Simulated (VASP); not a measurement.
# Mg (R-3m) in VASP: notebook, part 2 of 2

VASP 6.6.1.

## (3) Single point, PBE

This run uses another cell than the first one, of 26.03 Å³/atom, 1.073 times its volume.

Input file INCAR:

```
SYSTEM = Mg
PREC = Accurate ; ENCUT = 520
EDIFF = 1E-7 ; ISMEAR = 0
SIGMA = 0.1 ; LREAL = .False.
LASPH = .True. ; NELM = 80
ALGO = Normal ; ISIF = 2
LWAVE = .False. ; LCHARG = .True.
GGA = PE ; LELF = .True.
LVHAR = .True. ; NBANDS = 9
```

Input file KPOINTS:

```
Automatic mesh
0
Gamma
  6 6 6
  0 0 0
```

Input file POSCAR:

```
Mg
1.0
    1.8444747348      1.0649079846      4.4167123742
   -1.8444747348      1.0649079846      4.4167123742
    0.0000000000     -2.1298159693      4.4167123742
Mg
2
Direct
    0.0577000000      0.0577000000      0.0577000000
    0.9423000000      0.9423000000      0.9423000000
```

Potentials or basis: VASP PAW PBE potentials, release 64 (Mg).

On the command line:

```
> cat potpaw_PBE.64/Mg/POTCAR > POTCAR
> mpirun -np 1 vasp_std > vasp.out
```

OUTCAR:

```text
SYSTEM = Mg
   PREC = Accurate
   ENCUT = 520
   EDIFF = 1E-7
   ISMEAR = 0
   LREAL = .False.
   LASPH = .True.
   NELM = 80
   ISIF = 2
   GGA = PE

 ion  position               nearest neighbor table
   1  0.058  0.058  0.058-   2 1.53   2 3.59   2 3.59   2 3.59
   2  0.942  0.942  0.942-   1 1.53   1 3.59   1 3.59   1 3.59

 -----------------------------------------------------------------------------
|                                                                             |
|           W    W    AA    RRRRR   N    N  II  N    N   GGGG   !!!           |
|           W    W   A  A   R    R  NN   N  II  NN   N  G    G  !!!           |
|           W    W  A    A  R    R  N N  N  II  N N  N  G       !!!           |
|           W WW W  AAAAAA  RRRRR   N  N N  II  N  N N  G  GGG   !            |
|           WW  WW  A    A  R   R   N   NN  II  N   NN  G    G                |
|           W    W  A    A  R    R  N    N  II  N    N   GGGG   !!!           |
|                                                                             |
|     The distance between some ions is very small. Please check the          |
|     nearest-neighbor list in the OUTCAR file.                               |
|     I HOPE YOU KNOW WHAT YOU ARE DOING!                                     |
|                                                                             |
 -----------------------------------------------------------------------------

  LATTYP: Found a trigonal (rhomboedric) cell.
 ALAT       =     4.9034135313
 COS(alpha) =     0.7170052526

  Lattice vectors:

 A1 = (   1.8444747348,   1.0649079846,   4.4167123742)
 A2 = (  -1.8444747348,   1.0649079846,   4.4167123742)
 A3 = (   0.0000000000,  -2.1298159693,   4.4167123742)

Analysis of symmetry for initial positions (statically):
=====================================================================
 Subroutine PRICEL returns:
 Original cell was already a primitive cell.

 Routine SETGRP: Setting up the symmetry group for a
 trigonal (rhombohedral) supercell.

 Subroutine GETGRP returns: Found 12 space group operations
 (whereof 12 operations were pure point group operations)
 out of a pool of 12 trial point group operations.

The static configuration has the point symmetry D_3d.

Analysis of symmetry for dynamics (positions and initial velocities):
[... 139 lines left out ...]
   IVDW    =     0    specifies the selected vdW correction
   LEPSILON=     F    determine dielectric tensor
   LRPA    =     F    only Hartree local field effects (RPA)
 non-spin polarized calculation
 Gauss-broadening in eV      SIGMA  =   0.10
  energy-cutoff  :      520.00
  volume of cell :       52.05
 maximum number of plane-waves:      1415
   NGX = 19   NGY = 19   NGZ = 19

 number of electron       4.0000000 magnetization

 Free energy of the ion-electron system (eV)
  ---------------------------------------------------
  ext. energy  EPLUGINS =         0.00000000
  ---------------------------------------------------
  free energy    TOTEN  =         5.44047542 eV

  energy without entropy =        5.44697702  energy(sigma->0) =        5.44372622

 E-fermi :   1.9348     XC(G=0):  -7.9764

 val. band max:        1.9290041665   @ k =   0.3333   0.3333   0.0000
 cond. band min:       1.9507797950   @ k =  -0.3333   0.3333   0.3333
 fundamental gap:      0.0217756286
 Fermi energy:         1.9348477464

 k-point     1 :       0.0000    0.0000    0.0000
  band No.  band energies     occupation
      1      -4.4135      2.00000
      2       2.8637      0.00000
      3       3.7147      0.00000
      4       7.9258      0.00000
      5       7.9258      0.00000
      6       9.6033      0.00000
      7       9.6033      0.00000
      8      12.0048      0.00000
      9      12.0076      0.00000
[... 265 lines left out ...]
 k-point    24 :      -0.3333    0.5000    0.1667
  band No.  band energies     occupation
      1      -0.4922      2.00000
      2       0.9802      2.00000
      3       1.3078      2.00000
      4       3.0556      0.00000
      5       5.3424      0.00000
      6       8.5359      0.00000
      7       9.9408      0.00000
      8      11.2626      0.00000
      9      12.2338      0.00000

 [... further k-points ...]
[... 5 lines left out ...]
  --------------------------------------------------------------------------------------
  -------------------------------------------------------------------------------------
  Total       -2.9435759     -2.9435759     24.7141311     -0.0000000     -0.0000000      0.0000000
  in kB      -90.6046862    -90.6046862    760.7128724     -0.0000000     -0.0000000      0.0000000
  external PRESSURE =     193.1678333 kB  Pullay stress =       0.0000000 kB

 VOLUME and BASIS-vectors are now :
 -----------------------------------------------------------------------------
  energy-cutoff  :      520.00
  volume of cell :       52.05
      direct lattice vectors                 reciprocal lattice vectors
     1.844474735  1.064907985  4.416712374     0.271079886  0.156508045  0.075470917
    -1.844474735  1.064907985  4.416712374    -0.271079886  0.156508045  0.075470917
     0.000000000 -2.129815969  4.416712374     0.000000000 -0.313016090  0.075470917

 POSITION                                       TOTAL-FORCE (eV/Angst)
 -----------------------------------------------------------------------------------
      0.00000     -0.00000      0.76453         0.000000     -0.000000     17.370480
      0.00000     -0.00000     12.48560         0.000000      0.000000    -17.370480
 -----------------------------------------------------------------------------------
    total drift:                                0.000000      0.000000      0.000000

  FREE ENERGIE OF THE ION-ELECTRON SYSTEM (eV)
  ---------------------------------------------------
  free  energy   TOTEN  =         5.4404754183 eV

  energy  without entropy=        5.4469770245  energy(sigma->0) =        5.44372622
```

OSZICAR:

```text
N       E                     dE             d eps       ncg     rms          rms(c)
DAV:   1     0.782213891284E+01    0.78221E+01   -0.11274E+03   576   0.295E+02
DAV:   2     0.533583756008E+01   -0.24863E+01   -0.22895E+01   804   0.246E+01
DAV:   3     0.529839890308E+01   -0.37439E-01   -0.37414E-01   833   0.273E+00
DAV:   4     0.529829704654E+01   -0.10186E-03   -0.10185E-03   762   0.143E-01
DAV:   5     0.529829656047E+01   -0.48607E-06   -0.48619E-06   756   0.793E-03    0.125E+00
DAV:   6     0.538839000088E+01    0.90093E-01   -0.44241E-02   671   0.555E-01    0.756E-01
DAV:   7     0.543963276353E+01    0.51243E-01   -0.82915E-02   688   0.827E-01    0.102E-01
DAV:   8     0.544036183076E+01    0.72907E-03   -0.75101E-03   681   0.296E-01    0.395E-02
DAV:   9     0.544045569552E+01    0.93865E-04   -0.11520E-03   648   0.977E-02    0.210E-02
DAV:  10     0.544047486447E+01    0.19169E-04   -0.12167E-04   632   0.339E-02    0.208E-03
DAV:  11     0.544047498480E+01    0.12034E-06   -0.41187E-06   710   0.987E-03    0.676E-04
DAV:  12     0.544047523339E+01    0.24859E-06   -0.53727E-08   553   0.117E-03    0.297E-04
DAV:  13     0.544047543227E+01    0.19888E-06   -0.17264E-08   334   0.425E-04    0.198E-05
DAV:  14     0.544047541834E+01   -0.13934E-07   -0.12224E-09   312   0.175E-04
   1 F= 0.54404754E+01 E0= 0.54437262E+01  d E =-.650161E-02
```

stdout:

```text
POSCAR found type information on POSCAR Mg
 POSCAR found :  1 types and       2 ions
 scaLAPACK will be used
 LDA part: xc-table for (Slater+PW92), standard interpolation
 -----------------------------------------------------------------------------
|                                                                             |
|           W    W    AA    RRRRR   N    N  II  N    N   GGGG   !!!           |
|           W    W   A  A   R    R  NN   N  II  NN   N  G    G  !!!           |
|           W    W  A    A  R    R  N N  N  II  N N  N  G       !!!           |
|           W WW W  AAAAAA  RRRRR   N  N N  II  N  N N  G  GGG   !            |
|           WW  WW  A    A  R   R   N   NN  II  N   NN  G    G                |
|           W    W  A    A  R    R  N    N  II  N    N   GGGG   !!!           |
|                                                                             |
|     The distance between some ions is very small. Please check the          |
|     nearest-neighbor list in the OUTCAR file.                               |
|     I HOPE YOU KNOW WHAT YOU ARE DOING!                                     |
|                                                                             |
 -----------------------------------------------------------------------------

 POSCAR, INCAR and KPOINTS ok, starting setup
 FFT: planning ... GRIDC
 FFT: planning ... GRID_SOFT
 FFT: planning ... GRID
 WAVECAR not read
 entering main loop
```

It used 36 s of CPU time on 1 thread of AMD EPYC 7R13 Processor (Zen 3), with other jobs on the host.

What came out:

```yaml
Free_energy: 5.4405 eV
Pressure: 19.3 GPa
Largest_force: 17.370 eV/Å
Band_gap_on_the_k_mesh: zero (band 2 reaches 3.87 eV, above the bottom of band 3 at 1.07 eV)
```

Forces on the atoms (eV/Å):
```
Mg    0.000   0.000  17.370
Mg    0.000   0.000 -17.370
```

Levels at points of the mesh, in eV from the Fermi level:
| k point | band 1 | band 2 | band 3 | band 4 | band 5 |
| --- | --- | --- | --- | --- | --- |
| (0.00, 0.00, 0.00) | -6.35 | 0.93 | 1.78 | 5.99 | 5.99 |
| (0.50, 0.00, 0.00) | -2.73 | -2.41 | 2.35 | 2.67 | 3.93 |
| (0.50, 0.50, 0.00) | -2.07 | -2.04 | 0.67 | 1.03 | 3.24 |
| (0.50, 0.50, 0.50) | -5.09 | -3.57 | 5.73 | 5.73 | 7.38 |

Caveat: forces of over 1 eV/Å act on the atoms, so gaps and moduli don't describe the material at rest.

## (4) Relaxation of cell and atoms, PBE

This run uses another cell than the first one, of 26.03 Å³/atom, 1.073 times its volume.

Input file INCAR:

```
SYSTEM = Mg
PREC = Accurate
ENCUT = 600
EDIFF = 1E-7
ISMEAR = 0
SIGMA = 0.1
LREAL = .FALSE.
LASPH = .TRUE.
NELM = 80
ALGO = Normal
ISIF = 3
LWAVE = .FALSE.
LCHARG = .FALSE.
GGA = PE
IBRION = 2
NSW = 90
EDIFFG = -0.04
```

Input file KPOINTS:

```
regular mesh
0
G
  6 6 6
  0 0 0
```

POSCAR is that of step 3.

On the command line:

```
> cat potpaw_PBE.64/Mg/POTCAR > POTCAR
> mpirun -np 1 vasp_std > vasp.out
```

It used 570 s of CPU time on 1 thread of AMD EPYC 7R13 Processor (Zen 3), on a shared host.

Results (log left out):

* Free energy: -2.7579 eV
* Relaxed volume: 24.30 Å³/atom
* Relaxed cell: a = 6.046 Å, b = 6.046 Å, c = 6.046 Å, α = 29.89°, β = 29.89°, γ = 29.89°
* Space group after relaxing (to 0.05 Å): R-3m (No. 166)
* Energy gained by relaxing: 4099.1 meV/atom
* Ionic steps: 21
* Pressure after relaxing: -0.1 GPa
* Largest force after relaxing: 0.028 eV/Å
* Band gap on the k mesh: zero (band 2 reaches 2.94 eV, above the bottom of band 3 at 0.22 eV)

Forces on the atoms (eV/Å):
```
Mg   0.000  0.000 -0.028
Mg   0.000  0.000  0.028
```

Step by step:
```csv
step,energy change (eV),largest force (eV/Å),pressure (GPa),volume (Å³)
1,0.0000,17.3707,19.32,52.05
2,-7.3306,1.0650,0.80,71.70
3,-7.7270,0.4916,-3.19,62.91
4,-7.7411,0.4785,-3.21,62.65
5,-7.7638,0.6729,-1.29,57.59
6,-7.8093,0.4163,-3.03,61.00
7,-7.8490,0.0754,-2.55,59.32
8,-7.8490,0.1142,-2.61,59.46
9,-7.9240,0.1887,-1.99,55.99
10,-8.0016,0.3185,-0.32,50.76
11,-7.9666,0.8084,7.74,41.10
12,-8.0277,0.4625,1.15,47.72
13,-8.0302,0.5321,2.20,46.17
14,-8.1055,0.4922,2.70,45.24
15,-8.0134,0.1461,7.15,42.13
16,-8.1405,0.3211,3.73,44.13
17,-8.1846,0.1574,1.56,46.47
18,-8.1949,0.0544,-0.01,48.68
19,-8.1949,0.0601,0.08,48.54
20,-8.1974,0.0429,-0.02,48.58
21,-8.1982,0.0279,-0.10,48.61
```

Final structure:
```
Mg
1.0
     1.55924    0.90023    5.77163
    -1.55924    0.90023    5.77163
     0.00000   -1.80046    5.77163
Mg
2
Direct
  0.08856 0.08856 0.08856
  0.91144 0.91144 0.91144
```

Levels at points of the mesh, in eV from the Fermi level:
| k point | band 1 | band 2 | band 3 | band 4 | band 5 | band 6 |
| --- | --- | --- | --- | --- | --- | --- |
| (0.00, 0.00, 0.00) | -6.91 | -2.56 | -2.30 | 9.27 | 10.31 | 12.08 |
| (0.50, 0.00, 0.00) | -1.88 | -1.63 | 0.74 | 1.69 | 3.61 | 4.26 |
| (0.50, 0.50, 0.00) | -1.52 | -1.37 | -0.02 | 0.38 | 5.46 | 5.91 |
| (0.50, 0.50, 0.50) | -6.05 | -5.47 | 2.77 | 2.93 | 12.31 | 12.31 |

## (5) Single point, PBE

This run uses another cell than the first one, of 24.39 Å³/atom, 1.005 times its volume.

Input file INCAR:

```
  PREC = Accurate
  ENCUT = 520
  EDIFF = 1E-7
  ISMEAR = 0
  SIGMA = 0.1
  LREAL = False
  LASPH = True
  NELM = 60
  ALGO = Fast
  ISIF = 2
  LWAVE = False
  LCHARG = False
  GGA = PE
  NBANDS = 9
```

Input file KPOINTS:

```
regular mesh
0
Gamma
  21 21 21
```

Input file POSCAR:

```
Mg
1.0
    1.5715333767      0.9073252181      5.7022092032
   -1.5715333767      0.9073252181      5.7022092032
    0.0000000000     -1.8146504362      5.7022092032
Mg
2
Direct
    0.0900523369      0.0900523369      0.0900523369
    0.9099476631      0.9099476631      0.9099476631
```

On the command line:

```
> cat potpaw_PBE.64/Mg/POTCAR > POTCAR
> mpirun -np 1 vasp_std > vasp.out
```

Run time: 31 min. Hardware: 1 thread of AMD EPYC 7R13 (Zen 3), shared host; peak memory 0.58 GiB.

Results (log left out):

```
Free energy            : -2.7689 eV
Pressure               : -0.1 GPa
Largest force          : 0.005 eV/Å
Band gap on the k mesh : zero (band 2 reaches 3.47 eV, above the bottom of band 3 at 0.28 eV)
```

Forces in eV/Å, atoms in the order of the input:
```
Mg   0.000  0.000  0.005
Mg   0.000  0.000 -0.005
```

Levels at points of the mesh, in eV from the Fermi level:
```
           k point  band 1  band 2  band 3  band 4  band 5  band 6
(0.00, 0.00, 0.00)   -6.68   -2.18   -2.00    9.79   10.95   12.04
```

## (6) The runs side by side

| task | cell | k mesh | cutoff (eV) | gap on the mesh (eV) | pressure (GPa) | largest force (eV/Å) |
| --- | --- | --- | --- | --- | --- | --- |
| single point | a = 6.036 Å, angles 29.9°, 2 atoms | 6 × 6 × 6 | 520 | none | -0.1 | - |
| single point | a = 4.903 Å, angles 44.2°, 2 atoms | 6 × 6 × 6 | 520 | none | 19.3 | 17.37 |
| relaxation of cell and atoms | relaxed from a = 4.903 Å, angles 44.2°, 2 atoms | 6 × 6 × 6 | 600 | none | -0.1 | 0.03 |
| single point | a = 5.984 Å, angles 30.5°, 2 atoms | 21 × 21 × 21 | 520 | none | -0.1 | - |

Alike in all rows: level PBE; potentials or basis VASP PAW PBE potentials, release 64 (Mg); no spin polarisation; smearing gaussian 0.1 eV.

Caveats: some runs use coarse meshes; forces of over 1 eV/Å act on the atoms, so gaps and moduli don't describe the material at rest (some runs).

Total energies depend on the potentials used, so only differences within one code and one set of settings carry meaning.
